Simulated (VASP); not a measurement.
# WS2 (R3m) in VASP: single point with PBEsol

Aim: the single point of WS2 with PBEsol.

Program: VASP 6.6.1. These are calculated values, not measurements. Logs are shortened: lines on timing, memory, paths and dates and some standing lists are left out, and cuts for length are marked.

### 1 The cell of the first run

It takes space group R3m (No. 160, trigonal). The conventional cell has a = 3.148 Å, b = 3.148 Å, c = 19.108 Å, α = 90.00°, β = 90.00°, γ = 120.00°. W (site symmetry 3m) has 6 S at 2.40 Å and 6 W at 3.15 Å within 3.2 Å. S (site symmetry 3m) has 3 W at 2.40 Å and 7 S at 3.13 to 3.15 Å within 3.2 Å. S (site symmetry 3m) has 3 W at 2.40 Å and 7 S at 3.13 to 3.15 Å within 3.2 Å.

### 2 Single point, PBEsol

INCAR reads:

```
PREC = Accurate
ENCUT = 520
EDIFF = 1E-6
ISMEAR = 0
SIGMA = 0.02
LREAL = False
LASPH = True
NELM = 80
ALGO = Normal
ISIF = 2
LWAVE = False
LCHARG = False
GGA = PS
NBANDS = 20
```

KPOINTS reads:

```
Automatic mesh
0
Gamma
  12 12 12
```

POSCAR reads:

```
WS2
1.0
    1.5738881157      0.9086847272      6.3693007791
   -1.5738881157      0.9086847272      6.3693007791
    0.0000000000     -1.8173694545      6.3693007791
W S
1 2
Direct
   -0.0006715924     -0.0006715924     -0.0006715924
    0.7479788991      0.7479788991      0.7479788991
    0.5839926933      0.5839926933      0.5839926933
```

Potentials or basis: VASP PAW PBE potentials, release 64 (W_sv, S).

Run with:

```bash
> cat potpaw_PBE.64/W_sv/POTCAR potpaw_PBE.64/S/POTCAR > POTCAR
> mpirun -np 1 vasp_std > vasp.out
```

OUTCAR:

```text
PREC = Accurate
   ENCUT = 520
   EDIFF = 1E-6
   ISMEAR = 0
   LREAL = False
   LASPH = True
   NELM = 80
   ISIF = 2
   GGA = PS

 ion  position               nearest neighbor table
   1  0.999  0.999  0.999-   2 2.40   2 2.40   2 2.40   3 2.40   3 2.40   3 2.40
   2  0.748  0.748  0.748-   1 2.40   1 2.40   1 2.40
   3  0.584  0.584  0.584-   1 2.40   1 2.40   1 2.40

  LATTYP: Found a trigonal (rhomboedric) cell.
 ALAT       =     6.6235054276
 COS(alpha) =     0.8870719277

  Lattice vectors:

 A1 = (   1.5738881157,   0.9086847272,   6.3693007791)
 A2 = (  -1.5738881157,   0.9086847272,   6.3693007791)
 A3 = (   0.0000000000,  -1.8173694545,   6.3693007791)

Analysis of symmetry for initial positions (statically):
=====================================================================
 Subroutine PRICEL returns:
 Original cell was already a primitive cell.

 Routine SETGRP: Setting up the symmetry group for a
 trigonal (rhombohedral) supercell.

 Subroutine GETGRP returns: Found  6 space group operations
 (whereof  6 operations were pure point group operations)
 out of a pool of 12 trial point group operations.

The static configuration has the point symmetry C_3v.

Analysis of symmetry for dynamics (positions and initial velocities):
=====================================================================
 Subroutine PRICEL returns:
 Original cell was already a primitive cell.

 Routine SETGRP: Setting up the symmetry group for a
 trigonal (rhombohedral) supercell.

 Subroutine GETGRP returns: Found  6 space group operations
 (whereof  6 operations were pure point group operations)
 out of a pool of 12 trial point group operations.

The dynamic configuration has the point symmetry C_3v.

 Subroutine INISYM returns: Found  6 space group operations
 (whereof  6 operations are pure point group operations),
 and found     1 'primitive' translations

----------------------------------------------------------------------------------------

                                     Primitive cell

  volume of cell :      54.6550

  direct lattice vectors                    reciprocal lattice vectors
     1.573888116  0.908684727  6.369300779     0.317684590  0.183415283  0.052334368
    -1.573888116  0.908684727  6.369300779    -0.317684590  0.183415283  0.052334368
     0.000000000 -1.817369455  6.369300779     0.000000000 -0.366830567  0.052334368

  length of vectors
     6.623505428  6.623505428  6.623505428     0.370544937  0.370544937  0.370544937

  position of ions in fractional coordinates (direct lattice)
     0.999328408  0.999328408  0.999328408
     0.747978899  0.747978899  0.747978899
     0.583992693  0.583992693  0.583992693

  ion indices of the primitive-cell ions
   primitive index   ion index
                 1           1
                 2           2
                 3           3

----------------------------------------------------------------------------------------

 KPOINTS: Automatic mesh

Automatic generation of k-mesh.
 Grid dimensions read from file:
 generate k-points for:   12   12   12

 Generating k-lattice:

  Cartesian coordinates                     Fractional coordinates (reciprocal lattice)
     0.026473716  0.015284607  0.004361197     0.083333333 -0.000000000 -0.000000000
    -0.026473716  0.015284607  0.004361197    -0.000000000  0.083333333 -0.000000000
     0.000000000 -0.030569214  0.004361197    -0.000000000 -0.000000000  0.083333333

  Length of vectors
     0.030878745  0.030878745  0.030878745

  Shift w.r.t. Gamma in fractional coordinates (k-lattice)
     0.000000000  0.000000000  0.000000000

 Subroutine IBZKPT returns following result:
 ===========================================

 Found    189 irreducible k-points:

 Following reciprocal coordinates:
            Coordinates               Weight
  0.000000  0.000000  0.000000      1.000000
  0.083333  0.000000  0.000000      6.000000
  0.166667 -0.000000 -0.000000      6.000000
  0.250000  0.000000  0.000000      6.000000
  0.333333  0.000000 -0.000000      6.000000
  0.416667  0.000000  0.000000      6.000000
[... 16 lines left out ...]
  0.500000  0.166667  0.000000     12.000000
 -0.416667  0.166667 -0.000000     12.000000
 [... further k-points ...]
   k-points           NKPTS =    189   k-points in BZ     NKDIM =    189   number of bands    NBANDS=     20
   number of dos      NEDOS =    301   number of ions     NIONS =      3
   total plane-waves  NPLWV = 125000
   dimension x,y,z NGX =    50 NGY =   50 NGZ =   50
   dimension x,y,z NGXF=   100 NGYF=  100 NGZF=  100
   ions per type =               1   2
   NGX,Y,Z   is equivalent  to a cutoff of  12.55, 12.55, 12.55 a.u.
   NGXF,Y,Z  is equivalent  to a cutoff of  25.10, 25.10, 25.10 a.u.
 SYSTEM =  unknown system
   PREC   = accura    normal or accurate (medium, high low for compatibility)
   ISTART =      0    job   : 0-new  1-cont  2-samecut
   ICHARG =      2    charge: 1-file 2-atom 10-const
   ISPIN  =      1    spin polarized calculation?
   LNONCOLLINEAR =      F non collinear calculations
   LSORBIT =      F    spin-orbit coupling
   LASPH  =      T    aspherical Exc in radial PAW
   ENCUT  =  520.0 eV  38.22 Ry    6.18 a.u.  12.32 12.32 12.32*2*pi/ulx,y,z
   NELM   =     80;   NELMIN=  2; NELMDL= -5     # of ELM steps
   EDIFF  = 0.1E-05   stopping-criterion for ELM
   LREAL  =      F    real-space projection
   EDIFFG = 0.1E-04   stopping-criterion for IOM
   NSW    =      0    number of steps for IOM
   IBRION =     -1    ionic relax: 0-MD 1-quasi-New 2-CG
   NFREE  =      0    steps in history (QN), initial steepest desc. (CG)
   ISIF   =      2    stress and relaxation
   ISYM   =      2    0-nonsym 1-usesym 2-fastsym
   POTIM  = 0.5000    time-step for ionic-motion
   TEBEG  =    0.0;   TEEND  =   0.0 temperature during run
   PSTRESS=    0.0 pullay stress
   NELECT =      26.0000    total number of electrons
   NUPDOWN=      -1.0000    fix difference up-down
   EMIN   =  10.00;   EMAX   =-10.00  energy-range for DOS
   EFERMI =   0.00;   METHOD = LEGACY
   ISMEAR =     0;   SIGMA  =   0.02  broadening in eV -4-tet -1-fermi 0-gaus
   EFERMI_NEDOS =   21; number of points for ismear=-14 and -15
   IALGO  =     38    algorithm
   IMIX   =      4    mixing-type and parameters
     AMIX     =   0.40;   BMIX     =  1.00
     AMIX_MAG =   1.60;   BMIX_MAG =  1.00
  volume/ion in A,a.u.               =      18.22       122.94
  Fermi-wavevector in a.u.,A,eV,Ry     =   1.277976  2.415024 22.221331  1.633222
  Thomas-Fermi vector in A             =   2.410545
   LORBIT       =      0    0 simple, 1 ext, 2 COOP (PROOUT), +10 PAW based schemes
   GGA     = PS    functional components
   LHFCALC =     F    Hartree Fock is set to
   AEXX    =    0.0000 exact exchange contribution
   IVDW    =     0    specifies the selected vdW correction
   LEPSILON=     F    determine dielectric tensor
   LRPA    =     F    only Hartree local field effects (RPA)
 non-spin polarized calculation
 Gauss-broadening in eV      SIGMA  =   0.02
  energy-cutoff  :      520.00
  volume of cell :       54.66
 maximum number of plane-waves:      1486
 NGX is ok and might be reduce to    50
   NGX = 25   NGY = 25   NGZ = 25

 number of electron      26.0000000 magnetization

 Free energy of the ion-electron system (eV)
  ---------------------------------------------------
  ext. energy  EPLUGINS =         0.00000000
  ---------------------------------------------------
  free energy    TOTEN  =       -25.27356251 eV

  energy without entropy =      -25.27356251  energy(sigma->0) =      -25.27356251

 E-fermi :   7.0867     XC(G=0): -10.9090

 val. band max:        6.9168356579   @ k =   0.5000   0.5000   0.5000
 cond. band min:       8.0789297679   @ k =  -0.1667   0.1667   0.0000
 fundamental gap:      1.1620941100
 Fermi energy:         7.0866706147

 k-point     1 :       0.0000    0.0000    0.0000
  band No.  band energies     occupation
      1     -67.5078      2.00000
      2     -31.7858      2.00000
      3     -31.5922      2.00000
      4     -31.5922      2.00000
      5      -8.5732      2.00000
      6      -6.6612      2.00000
[... 12 lines left out ...]
     19      14.9115      0.00000
     20      14.9885      0.00000

 k-point     2 :       0.0833    0.0000    0.0000
  band No.  band energies     occupation
      1     -67.5064      2.00000
      2     -31.7811      2.00000
      3     -31.6182      2.00000
      4     -31.5982      2.00000
      5      -8.4513      2.00000
      6      -6.6232      2.00000
[... 12 lines left out ...]
     19      15.0596      0.00000
     20      15.4742      0.00000

 k-point     3 :       0.1667   -0.0000   -0.0000
  band No.  band energies     occupation
      1     -67.5028      2.00000
      2     -31.7683      2.00000
      3     -31.6886      2.00000
      4     -31.6145      2.00000
      5      -8.1035      2.00000
      6      -6.5145      2.00000
[... 12 lines left out ...]
     19      15.3354      0.00000
     20      16.0949      0.00000

 k-point     4 :       0.2500    0.0000    0.0000
  band No.  band energies     occupation
      1     -67.4978      2.00000
      2     -31.7834      2.00000
      3     -31.7507      2.00000
      4     -31.6368      2.00000
      5      -7.5831      2.00000
      6      -6.3533      2.00000
[... 12 lines left out ...]
     19      15.2564      0.00000
     20      15.6261      0.00000

 k-point     5 :       0.3333    0.0000   -0.0000
  band No.  band energies     occupation
      1     -67.4929      2.00000
      2     -31.8768      2.00000
      3     -31.7330      2.00000
      4     -31.6590      2.00000
      5      -6.9873      2.00000
      6      -6.1744      2.00000
[... 12 lines left out ...]
     19      14.3159      0.00000
     20      14.7761      0.00000
[... 353 lines left out ...]
      6      -6.2925      2.00000
[... 12 lines left out ...]
     19      15.1253      0.00000
     20      15.7756      0.00000

 k-point    22 :       0.4167    0.1667    0.0000
  band No.  band energies     occupation
      1     -67.4911      2.00000
      2     -31.8766      2.00000
      3     -31.7265      2.00000
      4     -31.7023      2.00000
      5      -6.7333      2.00000
      6      -6.1167      2.00000
[... 12 lines left out ...]
     19      14.7721      0.00000
     20      15.5581      0.00000

 k-point    23 :       0.5000    0.1667    0.0000
  band No.  band energies     occupation
      1     -67.4880      2.00000
      2     -31.9218      2.00000
      3     -31.7300      2.00000
      4     -31.7153      2.00000
      5      -6.2782      2.00000
      6      -5.9666      2.00000
[... 12 lines left out ...]
     19      14.8345      0.00000
     20      15.4900      0.00000

 k-point    24 :      -0.4167    0.1667   -0.0000
  band No.  band energies     occupation
      1     -67.4868      2.00000
      2     -31.9381      2.00000
      3     -31.7402      2.00000
      4     -31.7112      2.00000
      5      -6.1003      2.00000
      6      -5.9012      2.00000
[... 12 lines left out ...]
     19      15.1557      0.00000
     20      15.4863      0.00000

 [... further k-points ...]
[... 5 lines left out ...]
  --------------------------------------------------------------------------------------
  -------------------------------------------------------------------------------------
  Total        0.0208658      0.0208658      0.0415128     -0.0000000     -0.0000000      0.0000000
  in kB        0.6116686      0.6116686      1.2169223     -0.0000000     -0.0000000      0.0000000
  external PRESSURE =       0.8134198 kB  Pullay stress =       0.0000000 kB

 VOLUME and BASIS-vectors are now :
 -----------------------------------------------------------------------------
  energy-cutoff  :      520.00
  volume of cell :       54.66
      direct lattice vectors                 reciprocal lattice vectors
     1.573888116  0.908684727  6.369300779     0.317684590  0.183415283  0.052334368
    -1.573888116  0.908684727  6.369300779    -0.317684590  0.183415283  0.052334368
     0.000000000 -1.817369455  6.369300779     0.000000000 -0.366830567  0.052334368

 POSITION                                       TOTAL-FORCE (eV/Angst)
 -----------------------------------------------------------------------------------
      0.00000     -0.00000     19.09507         0.000000      0.000000     -0.000061
      0.00000     -0.00000     14.29231         0.000000     -0.000000      0.018398
      0.00000     -0.00000     11.15888         0.000000      0.000000     -0.018337
 -----------------------------------------------------------------------------------
    total drift:                               -0.000000      0.000000      0.000161

  FREE ENERGIE OF THE ION-ELECTRON SYSTEM (eV)
  ---------------------------------------------------
  free  energy   TOTEN  =       -25.2735625112 eV

  energy  without entropy=      -25.2735625112  energy(sigma->0) =      -25.27356251
```

Run time: 12 min. Hardware: 1 thread of Intel Xeon 6975P-C, shared host; peak memory 0.47 GiB.

What came out:

- Free energy: -25.2736 eV
- Pressure: 0.1 GPa
- Largest force: 0.018 eV/Å
- Band gap on the k mesh: 1.16 eV, indirect (least direct gap 1.93 eV)

Forces in eV/Å, atoms in the order of the input:
```
W    0.000  0.000  0.000
S    0.000  0.000  0.018
S    0.000  0.000 -0.018
```

Caveat: the PAW data sets were made with another functional, which shifts forces and pressure a little; spin-orbit coupling is left out, which moves the levels of the heavy elements. A k mesh can miss the band edges.
